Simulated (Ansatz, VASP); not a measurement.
**One calculation of Zr, two programs**

File INCAR:

```
SYSTEM = Zr
ALGO = Normal
EDIFF = 1E-6
EDIFFG = -0.002
ENCUT = 600
GGA = PS
IBRION = 2
ISIF = 3
ISMEAR = -1
LASPH = .True.
LCHARG = .False.
LREAL = .False.
LWAVE = .False.
NELM = 100
NSW = 100
PREC = Accurate
SIGMA = 0.05
```

KPOINTS

```
k-points
0
Gamma
  12 12 6
  0 0 0
```

POSCAR

```
Zr
1.0
    3.2320000000      0.0000000000      0.0000000000
   -1.6160000000      2.7989941050      0.0000000000
    0.0000000000      0.0000000000      5.1470000000
Zr
2
Direct
    0.3333333333      0.6666666667      0.2500000000
    0.6666666667      0.3333333333      0.7500000000
```

Input for Ansatz:

```yaml
crystal:
  lattice:
    - [3.23199999999, 0.0, 0.0]
    - [-1.61599999999, 2.79899410502, 0.0]
    - [0.0, 0.0, 5.147]
  atoms:
    - { symbol: Zr, position: [0.333333333333, 0.666666666667, 0.25] }
    - { symbol: Zr, position: [0.666666666667, 0.333333333333, 0.75] }
kpoints:
  mp_grid: { grid: [12, 12, 6] }
scf:
  occupations: { method: fermi_dirac, width: 0.05 }
hamiltonian:
  xc: pbesol
  pseudopotentials: { kind: paw }
relax:
  f_tol: 0.002
  max_steps: 80
  cell: {}
output:
  forces: true
  stress: true
```

Alike in both runs: task relaxation of cell and atoms; functional PBEsol; k mesh 12 × 12 × 6; occupations fermi-dirac, width 0.05 eV; no spin polarisation.

```csv
,VASP,Ansatz
version,VASP 6.6.1,Ansatz 0.2.0
potentials or method,"VASP PAW PBE potentials, release 64 (Zr_sv)","PAW with Ansatz's default frozen-core files, scalar-relativistic"
plane-wave cutoff (eV),600,420
valence electrons in the cell,24,24
```

VASP gave:

| Property | Result |
| --- | --- |
| relaxed volume (Å³/atom) | 22.50 |
| relaxed cell length with the largest relative difference (Å) | 5.109 |

Q: Estimate Ansatz's values.

A: Relaxed volume (Å³/atom): 22.48; relaxed cell length with the largest relative difference (Å): 5.105.

VASP's potentials were made for PBE, not for PBEsol.
